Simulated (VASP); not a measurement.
# WSe2 in VASP: further runs

The runs below take WSe2 through single point, with PBEsol.

All numbers are computed with VASP 6.6.1; they aren't measurements. Logs are shortened: lines on timing, memory, paths and dates and some standing lists are left out, and cuts for length are marked.

## 1. The cell of the first run

The cell holds a slab with vacuum, 6 atoms: a = 2.903 Å, b = 3.469 Å, c = 23.983 Å, α = 90.00°, β = 90.00°, γ = 114.73°.

## 2. Single point, PBEsol (strain -0.1125 x Voigt [1, -1, 0, 0, 0, 0])

Contents of INCAR:

```
SYSTEM = WSe2
ALGO = Normal ; EDIFF = 1E-7
ENCUT = 520 ; GGA = PS
ISIF = 2 ; ISMEAR = 0
LASPH = .TRUE. ; LCHARG = .TRUE.
LELF = .TRUE. ; LREAL = .FALSE.
LVHAR = .TRUE. ; LWAVE = .FALSE.
NBANDS = 35 ; NELM = 60
PREC = Accurate ; SIGMA = 0.05
```

Contents of KPOINTS:

```
k-points
0
G
  12 12 2
  0 0 0
```

Contents of POSCAR:

```
WSe2
1.0
    2.9026699849      0.0000000000      0.0000000000
   -1.4513349924      3.1510837911      0.0000000000
    0.0000000000      0.0000000000     23.9834862109
W Se
2 4
Direct
    0.6666666667      0.3333333333      0.1376486583
    0.3333333333      0.6666666667      0.8623513417
    0.3333333333      0.6666666667      0.2073654518
    0.6666666667      0.3333333333      0.9321646899
    0.3333333333      0.6666666667      0.0678353101
    0.6666666667      0.3333333333      0.7926345482
```

Potentials or basis: VASP PAW PBE potentials, release 64 (W_sv, Se).

Started as:

```
$ cat potpaw_PBE.64/W_sv/POTCAR potpaw_PBE.64/Se/POTCAR > POTCAR
$ mpirun -np 1 vasp_std > vasp.out
```

OUTCAR:

```text
SYSTEM = WSe2
   EDIFF = 1E-7
   ENCUT = 520
   GGA = PS
   ISIF = 2
   ISMEAR = 0
   LASPH = .TRUE.
   LREAL = .FALSE.
   NELM = 60
   PREC = Accurate

 ion  position               nearest neighbor table
   1  0.667  0.333  0.138-   3 2.45   3 2.45   5 2.45   5 2.45   3 2.68   5 2.69
   2  0.333  0.667  0.862-   6 2.45   6 2.45   4 2.45   4 2.45   6 2.68   4 2.69
   3  0.333  0.667  0.207-   1 2.45   1 2.45   1 2.68
   4  0.667  0.333  0.932-   2 2.45   2 2.45   2 2.69
   5  0.333  0.667  0.068-   1 2.45   1 2.45   1 2.69
   6  0.667  0.333  0.793-   2 2.45   2 2.45   2 2.68

  LATTYP: Found a base centered orthorhombic cell.
 ALAT       =     2.9026699849
 B/A-ratio  =     2.1711622799
 C/A-ratio  =     8.2625604480

  Lattice vectors:

 A1 = (   1.4513349924,  -3.1510837911,   0.0000000000)
 A2 = (   1.4513349925,   3.1510837911,   0.0000000000)
 A3 = (   0.0000000000,   0.0000000000,  23.9834862109)

Analysis of symmetry for initial positions (statically):
=====================================================================
 Subroutine PRICEL returns:
 Original cell was already a primitive cell.

 Routine SETGRP: Setting up the symmetry group for a
 base centered orthorhombic supercell.

 Subroutine GETGRP returns: Found  4 space group operations
 (whereof  4 operations were pure point group operations)
 out of a pool of  8 trial point group operations.

The static configuration has the point symmetry C_2h.

Analysis of symmetry for dynamics (positions and initial velocities):
=====================================================================
 Subroutine PRICEL returns:
 Original cell was already a primitive cell.

 Routine SETGRP: Setting up the symmetry group for a
 base centered orthorhombic supercell.

 Subroutine GETGRP returns: Found  4 space group operations
 (whereof  4 operations were pure point group operations)
 out of a pool of  8 trial point group operations.

The dynamic configuration has the point symmetry C_2h.

 Subroutine INISYM returns: Found  4 space group operations
 (whereof  4 operations are pure point group operations),
 and found     1 'primitive' translations

----------------------------------------------------------------------------------------

                                     Primitive cell

  volume of cell :     219.3663

  direct lattice vectors                    reciprocal lattice vectors
     2.902669985  0.000000000  0.000000000     0.344510401  0.158675565  0.000000000
    -1.451334992  3.151083791  0.000000000     0.000000000  0.317351129  0.000000000
     0.000000000  0.000000000 23.983486211     0.000000000  0.000000000  0.041695356

  length of vectors
     2.902669985  3.469250974 23.983486211     0.379295862  0.317351129  0.041695356

  position of ions in fractional coordinates (direct lattice)
     0.666666667  0.333333333  0.137648658
     0.333333333  0.666666667  0.862351342
     0.333333333  0.666666667  0.207365452
     0.666666667  0.333333333  0.932164690
     0.333333333  0.666666667  0.067835310
     0.666666667  0.333333333  0.792634548

  ion indices of the primitive-cell ions
   primitive index   ion index
                 1           1
                 2           2
                 3           3
                 4           4
                 5           5
                 6           6

----------------------------------------------------------------------------------------

 KPOINTS: k-points

Automatic generation of k-mesh.
 Grid dimensions read from file:
 generate k-points for:   12   12    2

 Generating k-lattice:

  Cartesian coordinates                     Fractional coordinates (reciprocal lattice)
     0.028709200  0.013222964  0.000000000     0.083333333  0.000000000  0.000000000
     0.000000000  0.026445927  0.000000000     0.000000000  0.083333333  0.000000000
     0.000000000  0.000000000  0.020847678     0.000000000  0.000000000  0.500000000

  Length of vectors
     0.031607989  0.026445927  0.020847678

  Shift w.r.t. Gamma in fractional coordinates (k-lattice)
     0.000000000  0.000000000  0.000000000

 Subroutine IBZKPT returns following result:
 ===========================================

 Found     86 irreducible k-points:

 Following reciprocal coordinates:
            Coordinates               Weight
  0.000000  0.000000  0.000000      1.000000
  0.083333  0.000000  0.000000      4.000000
  0.166667  0.000000  0.000000      4.000000
  0.250000  0.000000  0.000000      4.000000
  0.333333 -0.000000  0.000000      4.000000
  0.416667  0.000000  0.000000      4.000000
[... 16 lines left out ...]
  0.333333  0.166667  0.000000      4.000000
  0.416667  0.166667  0.000000      4.000000
 [... further k-points ...]
   k-points           NKPTS =     86   k-points in BZ     NKDIM =     86   number of bands    NBANDS=     35
   number of dos      NEDOS =    301   number of ions     NIONS =      6
   total plane-waves  NPLWV = 120960
   dimension x,y,z NGX =    24 NGY =   28 NGZ =  180
   dimension x,y,z NGXF=    48 NGYF=   56 NGZF=  360
   ions per type =               2   4
   NGX,Y,Z   is equivalent  to a cutoff of  13.75, 13.42, 12.48 a.u.
   NGXF,Y,Z  is equivalent  to a cutoff of  27.49, 26.84, 24.95 a.u.
 SYSTEM =  WSe2
   PREC   = accura    normal or accurate (medium, high low for compatibility)
   ISTART =      0    job   : 0-new  1-cont  2-samecut
   ICHARG =      2    charge: 1-file 2-atom 10-const
   ISPIN  =      1    spin polarized calculation?
   LNONCOLLINEAR =      F non collinear calculations
   LSORBIT =      F    spin-orbit coupling
   LASPH  =      T    aspherical Exc in radial PAW
   ENCUT  =  520.0 eV  38.22 Ry    6.18 a.u.   5.40  6.45 44.59*2*pi/ulx,y,z
   NELM   =     60;   NELMIN=  2; NELMDL= -5     # of ELM steps
   EDIFF  = 0.1E-06   stopping-criterion for ELM
   LREAL  =      F    real-space projection
   EDIFFG = 0.1E-05   stopping-criterion for IOM
   NSW    =      0    number of steps for IOM
   IBRION =     -1    ionic relax: 0-MD 1-quasi-New 2-CG
   NFREE  =      0    steps in history (QN), initial steepest desc. (CG)
   ISIF   =      2    stress and relaxation
   ISYM   =      2    0-nonsym 1-usesym 2-fastsym
   POTIM  = 0.5000    time-step for ionic-motion
   TEBEG  =    0.0;   TEEND  =   0.0 temperature during run
   PSTRESS=    0.0 pullay stress
   NELECT =      52.0000    total number of electrons
   NUPDOWN=      -1.0000    fix difference up-down
   EMIN   =  10.00;   EMAX   =-10.00  energy-range for DOS
   EFERMI =   0.00;   METHOD = LEGACY
   ISMEAR =     0;   SIGMA  =   0.05  broadening in eV -4-tet -1-fermi 0-gaus
   EFERMI_NEDOS =   21; number of points for ismear=-14 and -15
   IALGO  =     38    algorithm
   IMIX   =      4    mixing-type and parameters
     AMIX     =   0.40;   BMIX     =  1.00
     AMIX_MAG =   1.60;   BMIX_MAG =  1.00
  volume/ion in A,a.u.               =      36.56       246.73
  Fermi-wavevector in a.u.,A,eV,Ry     =   1.013179  1.914630 13.966798  1.026531
  Thomas-Fermi vector in A             =   2.146332
   LORBIT       =      0    0 simple, 1 ext, 2 COOP (PROOUT), +10 PAW based schemes
   GGA     = PS    functional components
   LHFCALC =     F    Hartree Fock is set to
   AEXX    =    0.0000 exact exchange contribution
   IVDW    =     0    specifies the selected vdW correction
   LEPSILON=     F    determine dielectric tensor
   LRPA    =     F    only Hartree local field effects (RPA)
 non-spin polarized calculation
 Gauss-broadening in eV      SIGMA  =   0.05
  energy-cutoff  :      520.00
  volume of cell :      219.37
 maximum number of plane-waves:      5968
 NGX is ok and might be reduce to    24
   NGX = 11   NGY = 13   NGZ = 89

 number of electron      52.0000008 magnetization

 Free energy of the ion-electron system (eV)
  ---------------------------------------------------
  ext. energy  EPLUGINS =         0.00000000
  ---------------------------------------------------
  free energy    TOTEN  =       -44.60789515 eV

  energy without entropy =      -44.60789515  energy(sigma->0) =      -44.60789515

 E-fermi :   2.1060     XC(G=0):  -6.3704

 val. band max:        1.9148459821   @ k =   0.0000   0.5000   0.0000
 cond. band min:       2.3020126858   @ k =  -0.3333   0.1667   0.5000
 fundamental gap:      0.3871667038
 Fermi energy:         2.1060439621

 k-point     1 :       0.0000    0.0000    0.0000
  band No.  band energies     occupation
      1     -72.7863      2.00000
      2     -72.7862      2.00000
      3     -37.1643      2.00000
      4     -37.1643      2.00000
      5     -37.1129      2.00000
      6     -37.1129      2.00000
[... 27 lines left out ...]
     34       5.5171      0.00000
     35       5.6197      0.00000

 k-point     2 :       0.0833    0.0000    0.0000
  band No.  band energies     occupation
      1     -72.7841      2.00000
      2     -72.7841      2.00000
      3     -37.1584      2.00000
      4     -37.1583      2.00000
      5     -37.1138      2.00000
      6     -37.1138      2.00000
[... 27 lines left out ...]
     34       4.9839      0.00000
     35       5.5441      0.00000

 k-point     3 :       0.1667    0.0000    0.0000
  band No.  band energies     occupation
      1     -72.7784      2.00000
      2     -72.7784      2.00000
      3     -37.1420      2.00000
      4     -37.1420      2.00000
      5     -37.1166      2.00000
      6     -37.1166      2.00000
[... 27 lines left out ...]
     34       4.5827      0.00000
     35       6.0941      0.00000
[... 723 lines left out ...]
 k-point    23 :       0.3333    0.1667    0.0000
  band No.  band energies     occupation
      1     -72.7615      2.00000
      2     -72.7615      2.00000
      3     -37.1678      2.00000
      4     -37.1678      2.00000
      5     -37.0902      2.00000
      6     -37.0902      2.00000
[... 27 lines left out ...]
     34       5.5319      0.00000
     35       7.2109      0.00000

 k-point    24 :       0.4167    0.1667    0.0000
  band No.  band energies     occupation
      1     -72.7563      2.00000
      2     -72.7563      2.00000
      3     -37.1625      2.00000
      4     -37.1625      2.00000
      5     -37.0993      2.00000
      6     -37.0993      2.00000
[... 27 lines left out ...]
     34       5.5734      0.00000
     35       6.9433      0.00000

 [... further k-points ...]

------------------------ aborting loop because EDIFF is reached ----------------------------------------

  FORCE on cell =-STRESS in cart. coord.  units (eV):
  Direction    XX          YY          ZZ          XY          YZ          ZX
  --------------------------------------------------------------------------------------
  -------------------------------------------------------------------------------------
  Total       24.5846598     -9.5209941      1.0920231     -0.0000000      0.0652367      0.0000000
  in kB      179.5580413    -69.5381215      7.9757674     -0.0000000      0.4764672      0.0000000
  external PRESSURE =      39.3318957 kB  Pullay stress =       0.0000000 kB

 VOLUME and BASIS-vectors are now :
 -----------------------------------------------------------------------------
  energy-cutoff  :      520.00
  volume of cell :      219.37
      direct lattice vectors                 reciprocal lattice vectors
     2.902669985  0.000000000  0.000000000     0.344510401  0.158675565  0.000000000
    -1.451334992  3.151083791  0.000000000     0.000000000  0.317351129  0.000000000
     0.000000000  0.000000000 23.983486211     0.000000000  0.000000000  0.041695356

 POSITION                                       TOTAL-FORCE (eV/Angst)
 -----------------------------------------------------------------------------------
      1.45133      1.05036      3.30129        -0.000000     -1.182002     -0.014458
     -0.00000      2.10072     20.68219         0.000000      1.182002      0.014458
     -0.00000      2.10072      4.97335         0.000000      0.596734      0.175244
      1.45133      1.05036     22.35656        -0.000000     -0.594914      0.164185
     -0.00000      2.10072      1.62693         0.000000      0.594914     -0.164185
      1.45133      1.05036     19.01014        -0.000000     -0.596734     -0.175244
 -----------------------------------------------------------------------------------
    total drift:                                0.000000     -0.000000     -0.000000

  FREE ENERGIE OF THE ION-ELECTRON SYSTEM (eV)
  ---------------------------------------------------
  free  energy   TOTEN  =       -44.6078951497 eV

  energy  without entropy=      -44.6078951495  energy(sigma->0) =      -44.60789515
```

It took 8.4 min on 1 thread of AMD EPYC 9R45 (Zen 5), shared host; peak memory 0.67 GiB.

What came out:

```yaml
Free_energy: -44.6079 eV
Largest_force: 1.182 eV/Å
Band_gap_on_the_k_mesh: 0.39 eV (least direct gap 1.21 eV)
```

Forces in eV/Å, atoms in the order of the input:
```
W    0.000 -1.182 -0.014
W    0.000  1.182  0.014
Se   0.000  0.597  0.175
Se   0.000 -0.595  0.164
Se   0.000  0.595 -0.164
Se   0.000 -0.597 -0.175
```

Caveat: the cell differs from its parent crystal (strain -0.1125 x Voigt [1, -1, 0, 0, 0, 0]); the PAW data sets were made with another functional, which shifts forces and pressure a little; spin-orbit coupling is left out, which moves the levels of the heavy elements.

## 3. Single point, PBEsol (strain -0.0750 x Voigt [1, -1, 0, 0, 0, 0])

Contents of INCAR:

```
SYSTEM = WSe2
ALGO = Normal
EDIFF = 1E-6
ENCUT = 520
GGA = PS
ISIF = 2
ISMEAR = 0
LASPH = .TRUE.
LCHARG = .TRUE.
LELF = .TRUE.
LREAL = .FALSE.
LVHAR = .TRUE.
LWAVE = .FALSE.
NBANDS = 35
NELM = 100
PREC = Accurate
SIGMA = 0.05
```

KPOINTS is that of step 2.

POSCAR: that of step 2 with these lines changed.

```diff
@@ -2,4 +2,4 @@
 1.0
-    2.9026699849      0.0000000000      0.0000000000
-   -1.4513349924      3.1510837911      0.0000000000
+    3.0253180124      0.0000000000      0.0000000000
+   -1.5126590062      3.0448674836      0.0000000000
     0.0000000000      0.0000000000     23.9834862109
```

Potentials or basis: VASP PAW PBE potentials, release 64 (W_sv, Se).

Started as:

```
$ cat potpaw_PBE.64/W_sv/POTCAR potpaw_PBE.64/Se/POTCAR > POTCAR
$ mpirun -np 1 vasp_std > vasp.out
```

Run time: 7.2 min. Hardware: 1 thread of Intel Xeon 6975P-C (Granite Rapids), shared host; peak memory 0.71 GiB.

The run converged. Its results:

* Free energy: -45.7002 eV
* Largest force: 0.888 eV/Å
* Band gap on the k mesh: 1.05 eV (least direct gap 1.54 eV)

Forces on the atoms (eV/Å):
```
W    0.000 -0.888 -0.006
W    0.000  0.888  0.006
Se   0.000  0.448  0.119
Se   0.000 -0.446  0.113
Se   0.000  0.446 -0.113
Se   0.000 -0.448 -0.119
```

Levels at points of the mesh, in eV from the valence-band top:
| k point | band 22 | band 23 | band 24 | band 25 | band 26 | band 27 | band 28 | band 29 | band 30 | band 31 |
| --- | --- | --- | --- | --- | --- | --- | --- | --- | --- | --- |
| (0.00, 0.00, 0.00) | -1.60 | -1.06 | -0.96 | -0.94 | -0.47 | 1.94 | 1.95 | 2.14 | 2.28 | 3.57 |
| (0.50, 0.00, 0.00) | -2.19 | -1.73 | -1.62 | -1.16 | -1.11 | 1.64 | 1.64 | 2.63 | 2.86 | 3.01 |
| (0.00, 0.50, 0.00) | -2.14 | -1.84 | -1.78 | -0.07 | 0.00 | 2.27 | 2.30 | 2.43 | 2.47 | 3.30 |
| (0.00, 0.00, 0.50) | -1.60 | -1.06 | -0.96 | -0.94 | -0.47 | 1.94 | 1.95 | 2.14 | 2.28 | 3.57 |
| (0.50, 0.00, 0.50) | -2.19 | -1.73 | -1.62 | -1.16 | -1.11 | 1.64 | 1.64 | 2.63 | 2.86 | 3.01 |
| (0.00, 0.50, 0.50) | -2.14 | -1.84 | -1.78 | -0.07 | 0.00 | 2.27 | 2.30 | 2.43 | 2.47 | 3.30 |

Caveat: the cell differs from its parent crystal (strain -0.0750 x Voigt [1, -1, 0, 0, 0, 0]); the PAW data sets were made with another functional, which shifts forces and pressure a little; spin-orbit coupling is left out, which moves the levels of the heavy elements.

[end of part 1 of 2]
